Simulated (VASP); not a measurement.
# Br (Cmce) in VASP: single point with PBE

Aim: the single point of Br with PBE.

Program: VASP 6.6.1. These are calculated values, not measurements. Logs are shortened: lines on timing, memory, paths and dates and some standing lists are left out, and cuts for length are marked.

## (1) The cell of the first run

It takes space group Cmce (No. 64, orthorhombic). Conventional cell: a = 6.670 Å, b = 4.480 Å, c = 8.720 Å, α = 90.00°, β = 90.00°, γ = 90.00°. Within 3.0 Å of Br (site symmetry m) lie 1 Br at 2.27 Å.

## (2) Single point, PBE

The input, INCAR:

```
SYSTEM = Br
ALGO     = Normal         ! electronic algorithm
EDIFF    = 1E-6           ! SCF threshold, eV
ENCUT    = 520            ! plane-wave cutoff, eV
GGA      = PE             ! functional
ISIF     = 2              ! what is computed and relaxed
ISMEAR   = -1             ! smearing method
LASPH    = .TRUE.         ! aspherical terms in the spheres
LCHARG   = .TRUE.         ! write CHGCAR
LELF     = .TRUE.         ! ELF
LREAL    = .FALSE.        ! projectors in reciprocal space
LVHAR    = .TRUE.       
LWAVE    = .FALSE.        ! write WAVECAR
NBANDS   = 22             ! bands
NELM     = 100            ! most SCF steps
PREC     = Accurate       ! precision mode
SIGMA    = 0.01           ! smearing width, eV
```

The input, KPOINTS:

```
k-points
0
G
  7 7 3
  0 0 0
```

The input, POSCAR:

```
Br
1.0
    3.3350000000     -2.2400000000      0.0000000000
    3.3350000000      2.2400000000      0.0000000000
    0.0000000000      0.0000000000      8.7200000000
Br
4
Direct
    0.1350000000      0.8650000000      0.1100000000
    0.6350000000      0.3650000000      0.3900000000
    0.8650000000      0.1350000000      0.8900000000
    0.3650000000      0.6350000000      0.6100000000
```

Potentials or basis: VASP PAW PBE potentials, release 64 (Br).

Run with:

```console
$ cat potpaw_PBE.64/Br/POTCAR > POTCAR
$ mpirun -np 1 vasp_std > vasp.out
```

OUTCAR:

```text
SYSTEM = Br
   EDIFF = 1E-6
   ENCUT = 520
   GGA = PE
   ISIF = 2
   ISMEAR = -1
   LASPH = .TRUE.
   LREAL = .FALSE.
   NELM = 100
   PREC = Accurate

 ion  position               nearest neighbor table
   1  0.135  0.865  0.110-   3 2.27
   2  0.635  0.365  0.390-   4 2.27
   3  0.865  0.135  0.890-   1 2.27
   4  0.365  0.635  0.610-   2 2.27

  LATTYP: Found a base centered orthorhombic cell.
 ALAT       =     4.4800000000
 B/A-ratio  =     1.4888392857
 C/A-ratio  =     1.9464285714

  Lattice vectors:

 A1 = (  -3.3350000000,  -2.2400000000,   0.0000000000)
 A2 = (   3.3350000000,  -2.2400000000,   0.0000000000)
 A3 = (   0.0000000000,   0.0000000000,   8.7200000000)

Analysis of symmetry for initial positions (statically):
=====================================================================
 Subroutine PRICEL returns:
 Original cell was already a primitive cell.

 Routine SETGRP: Setting up the symmetry group for a
 base centered orthorhombic supercell.

 Subroutine GETGRP returns: Found  8 space group operations
 (whereof  4 operations were pure point group operations)
 out of a pool of  8 trial point group operations.

The static configuration has the point symmetry C_2h.
 The point group associated with its full space group is D_2h.

Analysis of symmetry for dynamics (positions and initial velocities):
=====================================================================
 Subroutine PRICEL returns:
 Original cell was already a primitive cell.

 Routine SETGRP: Setting up the symmetry group for a
 base centered orthorhombic supercell.

 Subroutine GETGRP returns: Found  8 space group operations
 (whereof  4 operations were pure point group operations)
 out of a pool of  8 trial point group operations.

The dynamic configuration has the point symmetry C_2h.
 The point group associated with its full space group is D_2h.

 Subroutine INISYM returns: Found  8 space group operations
 (whereof  4 operations are pure point group operations),
 and found     1 'primitive' translations

----------------------------------------------------------------------------------------

                                     Primitive cell

  volume of cell :     130.2838

  direct lattice vectors                    reciprocal lattice vectors
     3.335000000 -2.240000000  0.000000000     0.149925037 -0.223214286  0.000000000
[... 79 lines left out ...]
   NGXF,Y,Z  is equivalent  to a cutoff of  24.83, 24.83, 26.69 a.u.
 SYSTEM =  Br
   PREC   = accura    normal or accurate (medium, high low for compatibility)
   ISTART =      0    job   : 0-new  1-cont  2-samecut
   ICHARG =      2    charge: 1-file 2-atom 10-const
   ISPIN  =      1    spin polarized calculation?
   LNONCOLLINEAR =      F non collinear calculations
   LSORBIT =      F    spin-orbit coupling
   LASPH  =      T    aspherical Exc in radial PAW
   ENCUT  =  520.0 eV  38.22 Ry    6.18 a.u.   7.47  7.47 16.21*2*pi/ulx,y,z
   NELM   =    100;   NELMIN=  2; NELMDL= -5     # of ELM steps
   EDIFF  = 0.1E-05   stopping-criterion for ELM
   LREAL  =      F    real-space projection
   EDIFFG = 0.1E-04   stopping-criterion for IOM
   NSW    =      0    number of steps for IOM
   IBRION =     -1    ionic relax: 0-MD 1-quasi-New 2-CG
   NFREE  =      0    steps in history (QN), initial steepest desc. (CG)
   ISIF   =      2    stress and relaxation
   ISYM   =      2    0-nonsym 1-usesym 2-fastsym
   POTIM  = 0.5000    time-step for ionic-motion
   TEBEG  =    0.0;   TEEND  =   0.0 temperature during run
   PSTRESS=    0.0 pullay stress
   NELECT =      28.0000    total number of electrons
   NUPDOWN=      -1.0000    fix difference up-down
   EMIN   =  10.00;   EMAX   =-10.00  energy-range for DOS
   EFERMI =   0.00;   METHOD = LEGACY
   ISMEAR =    -1;   SIGMA  =   0.01  broadening in eV -4-tet -1-fermi 0-gaus
   EFERMI_NEDOS =   21; number of points for ismear=-14 and -15
   IALGO  =     38    algorithm
   IMIX   =      4    mixing-type and parameters
     AMIX     =   0.40;   BMIX     =  1.00
     AMIX_MAG =   1.60;   BMIX_MAG =  1.00
  volume/ion in A,a.u.               =      32.57       219.80
  Fermi-wavevector in a.u.,A,eV,Ry     =   0.980612  1.853089 13.083372  0.961601
  Thomas-Fermi vector in A             =   2.111556
   LORBIT       =      0    0 simple, 1 ext, 2 COOP (PROOUT), +10 PAW based schemes
   GGA     = PE    functional components
[... 5 lines left out ...]
 non-spin polarized calculation
  energy-cutoff  :      520.00
  volume of cell :      130.28
 maximum number of plane-waves:      3529
 NGX is ok and might be reduce to    30
   NGX = 15   NGY = 15   NGZ = 33

 number of electron      27.9999998 magnetization

 Free energy of the ion-electron system (eV)
  ---------------------------------------------------
  ext. energy  EPLUGINS =         0.00000000
  ---------------------------------------------------
  free energy    TOTEN  =        -6.31972020 eV

  energy without entropy =       -6.31972020  energy(sigma->0) =       -6.31972020

 E-fermi :   0.2621     XC(G=0):  -8.0490

 val. band max:       -0.0128437243   @ k =   0.0000   0.0000   0.0000
 cond. band min:       1.8841261114   @ k =   0.0000   0.0000   0.0000
 fundamental gap:      1.8969698357
 Fermi energy:         0.2620583218

 k-point     1 :       0.0000    0.0000    0.0000
  band No.  band energies     occupation
      1     -16.1203      2.00000
      2     -15.7795      2.00000
      3     -13.1978      2.00000
      4     -12.4344      2.00000
      5      -5.1274      2.00000
      6      -3.9400      2.00000
[... 589 lines left out ...]
     21       9.7466      0.00000
     22      10.0582      0.00000

 [... further k-points ...]
[... 5 lines left out ...]
  --------------------------------------------------------------------------------------
  -------------------------------------------------------------------------------------
  Total        1.2611746      1.8592495      3.9389054      0.0000000     -0.0000000      0.0000000
  in kB       15.5094163     22.8643011     48.4390700      0.0000000     -0.0000000      0.0000000
  external PRESSURE =      28.9375958 kB  Pullay stress =       0.0000000 kB

 VOLUME and BASIS-vectors are now :
 -----------------------------------------------------------------------------
  energy-cutoff  :      520.00
  volume of cell :      130.28
      direct lattice vectors                 reciprocal lattice vectors
     3.335000000 -2.240000000  0.000000000     0.149925037 -0.223214286  0.000000000
     3.335000000  2.240000000  0.000000000     0.149925037  0.223214286  0.000000000
     0.000000000  0.000000000  8.720000000     0.000000000  0.000000000  0.114678899

 POSITION                                       TOTAL-FORCE (eV/Angst)
 -----------------------------------------------------------------------------------
      3.33500      1.63520      0.95920         0.000000     -0.588779      1.061144
      3.33500     -0.60480      3.40080         0.000000     -0.588779     -1.061144
      3.33500     -1.63520      7.76080         0.000000      0.588779     -1.061144
      3.33500      0.60480      5.31920         0.000000      0.588779      1.061144
 -----------------------------------------------------------------------------------
    total drift:                                0.000000      0.000000      0.000000

  FREE ENERGIE OF THE ION-ELECTRON SYSTEM (eV)
  ---------------------------------------------------
  free  energy   TOTEN  =        -6.3197202042 eV

  energy  without entropy=       -6.3197202042  energy(sigma->0) =       -6.31972020
```

OSZICAR:

```text
N       E                     dE             d eps       ncg     rms          rms(c)
DAV:   1     0.174541117562E+03    0.17454E+03   -0.11369E+04  1408   0.106E+03
DAV:   2     0.659904919585E+01   -0.16794E+03   -0.16265E+03  1946   0.184E+02
DAV:   3    -0.658164046917E+01   -0.13181E+02   -0.13130E+02  1790   0.588E+01
DAV:   4    -0.671513640895E+01   -0.13350E+00   -0.13344E+00  1742   0.705E+00
DAV:   5    -0.671633574093E+01   -0.11993E-02   -0.11993E-02  1770   0.665E-01    0.116E+01
DAV:   6    -0.642573829382E+01    0.29060E+00   -0.19854E-01  1720   0.235E+00    0.762E+00
DAV:   7    -0.632882180320E+01    0.96916E-01   -0.45475E-01  1606   0.349E+00    0.608E-01
DAV:   8    -0.631955060642E+01    0.92712E-02   -0.54073E-02  1552   0.124E+00    0.319E-01
DAV:   9    -0.631961843179E+01   -0.67825E-04   -0.10587E-03  1738   0.194E-01    0.744E-02
DAV:  10    -0.631971750288E+01   -0.99071E-04   -0.12699E-04  1728   0.673E-02    0.587E-02
DAV:  11    -0.631971968108E+01   -0.21782E-05   -0.27267E-05  1708   0.289E-02    0.726E-03
DAV:  12    -0.631972020419E+01   -0.52311E-06   -0.32611E-06  1714   0.990E-03
   1 F= -.63197202E+01 E0= -.63197202E+01  d E =-.211991E-13
```

Wall time 1.9 min (1 thread of AMD EPYC 7R43 (Zen 3), shared host); peak memory 0.22 GiB.

Results:

```
Free energy            : -6.3197 eV
Pressure               : 2.9 GPa
Largest force          : 1.214 eV/Å
Band gap on the k mesh : 1.90 eV, direct
```

Forces on the atoms (eV/Å):
```
Br   0.000 -0.589  1.061
Br   0.000 -0.589 -1.061
Br   0.000  0.589 -1.061
Br   0.000  0.589  1.061
```

Caveat: forces of over 1 eV/Å act on the atoms, so gaps and moduli don't describe the material at rest. A hybrid or GW would open this gap; PBE tends to underestimate it.
